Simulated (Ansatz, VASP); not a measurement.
## V: VASP beside Ansatz

The input INCAR:

```
SYSTEM = V
ALGO = Normal
EDIFF = 1E-6
ENCUT = 500
GGA = PE
GGA_COMPAT = .False.
ISIF = 2
ISMEAR = 0
ISPIN = 2
LASPH = .True.
LCHARG = .True.
LELF = .True.
LMAXMIX = 4
LORBIT = 11
LREAL = .False.
LVHAR = .True.
LWAVE = .False.
MAGMOM = 0.51
NBANDS = 16
NELM = 200
PREC = Accurate
SIGMA = 0.1
```

KPOINTS

```
k-points
0
Gamma
  6 6 6
  0 0 0
```

File POSCAR:

```
V
1.0
   -1.5130000000      1.5130000000      1.5130000000
    1.5130000000     -1.5130000000      1.5130000000
    1.5130000000      1.5130000000     -1.5130000000
V
1
Direct
    0.0000000000      0.0000000000      0.0000000000
```

Input for Ansatz:

```yaml
crystal:
  lattice:
    - [-1.513, 1.513, 1.513]
    - [1.513, -1.513, 1.513]
    - [1.513, 1.513, -1.513]
  atoms:
    - { symbol: V, position: [0.0, 0.0, 0.0] }
basis:
  ecutwfc: 420
  precision: f64
kpoints:
  mp_grid: { grid: [6, 6, 6] }
hamiltonian:
  xc: pbe
scf:
  occupations: { method: gaussian, width: 0.1 }
  max_iter: 67
output:
  forces: true
  stress: true
  eigenvalues: false
magnetization:
  spin_polarized: true
```

Alike in both runs: task single point; functional PBE; k mesh 6 × 6 × 6; occupations gaussian, width 0.1 eV; collinear spin.

|  | VASP | Ansatz |
| --- | --- | --- |
| version | VASP 6.6.1 | Ansatz 0.2.0 |
| potentials or method | VASP PAW PBE potentials, release 64 (V_sv), cutoff 500 eV | scalar-relativistic, plane waves, PAW |
| valence electrons in the cell | 13 | 13 |

|  | VASP | Ansatz | Ansatz less VASP |
| --- | --- | --- | --- |
| pressure (GPa) | -3.6 | -3.6 | -0.08 |
| net moment per atom (μB) | 0.62 | 0.62 | -0.002 |
| size of the moment on the site where the two differ most (μB) | 0.49 | 0.46 | -0.026 |

Site moments also hang on the region over which each program counts them. The functional is the same, so the differences come from potentials, cutoffs and numerics. Ansatz's warnings: no starting moments.

The k mesh is coarse, so the values compare programs but aren't converged.
